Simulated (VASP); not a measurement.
## H2CClF: single point with PBE

The system is H2CClF.

```
CELL_PARAMETERS angstrom
5.02060 0.00000 0.00000
0.00000 4.14770 0.00000
-2.11432 0.00000 6.42885
ATOMIC_POSITIONS crystal
H 0.29200 0.39110 0.15000
H 0.70800 0.89110 0.85000
H 0.57200 0.10600 0.26500
H 0.42800 0.60600 0.73500
C 0.35060 0.13980 0.19160
C 0.64940 0.63980 0.80840
Cl 0.16990 0.00610 0.36610
Cl 0.83010 0.50610 0.63390
F 0.26280 0.95750 0.01400
F 0.73720 0.45750 0.98600
```

- Program: VASP 6.6.1
- Task: single point
- Functional: PBE
- Potentials or basis: VASP PAW PBE potentials, release 64 (H, C, Cl, F)
- Cutoff: 600 eV
- k mesh: 6 × 6 × 4
- Occupations: gaussian, width 0.05 eV
- Spin: no spin polarisation
- Dipole correction: no
- Further INCAR settings: ALGO = Normal; EDIFF = 1e-06; NBANDS = 31

```json
{"Pressure": "2.2 GPa", "Largest force": "0.894 eV/Å", "Band gap on the k mesh": "6.05 eV, indirect (least direct gap 6.08 eV)"}
```

Forces in eV/Å, atoms in the order of the input:
```
H   -0.018 -0.055  0.133
H    0.018 -0.055 -0.133
H    0.515 -0.121  0.313
H   -0.515 -0.121 -0.313
C   -0.689  0.535  0.196
C    0.689  0.535 -0.196
Cl   0.095  0.081  0.023
Cl  -0.095  0.081 -0.023
F    0.063 -0.439 -0.620
F   -0.063 -0.439  0.620
```

Stress tensor (GPa, compression positive):
```
1.89 0.00 0.70
0.00 1.68 0.00
0.70 0.00 3.08
```

Levels at points of the mesh, in eV from the valence-band top:
| k point | band 17 | band 18 | band 19 | band 20 | band 21 | band 22 | band 23 | band 24 |
| --- | --- | --- | --- | --- | --- | --- | --- | --- |
| (0.00, 0.00, 0.00) | -0.78 | -0.68 | -0.67 | -0.24 | 6.36 | 6.71 | 7.12 | 8.37 |
| (0.50, 0.00, 0.00) | -0.68 | -0.54 | -0.21 | -0.03 | 6.05 | 6.78 | 7.15 | 8.07 |
| (0.00, 0.50, 0.00) | -0.79 | -0.79 | -0.32 | -0.32 | 6.51 | 6.51 | 8.03 | 8.03 |
| (0.50, 0.50, 0.00) | -0.82 | -0.82 | 0.00 | 0.00 | 6.60 | 6.60 | 7.64 | 7.64 |
| (0.00, 0.00, 0.50) | -0.85 | -0.66 | -0.56 | -0.26 | 6.47 | 6.49 | 7.41 | 7.83 |
| (0.50, 0.00, 0.50) | -0.80 | -0.53 | -0.15 | -0.08 | 6.16 | 6.70 | 7.93 | 8.40 |
| (0.00, 0.50, 0.50) | -0.89 | -0.89 | -0.33 | -0.33 | 6.65 | 6.65 | 8.10 | 8.10 |
| (0.50, 0.50, 0.50) | -0.75 | -0.75 | -0.01 | -0.01 | 6.58 | 6.58 | 7.91 | 7.91 |

It took 9.3 min on 1 thread of Intel Xeon 8259CL, on a shared host, peak memory 0.42 GiB.

A k mesh can miss the band edges.
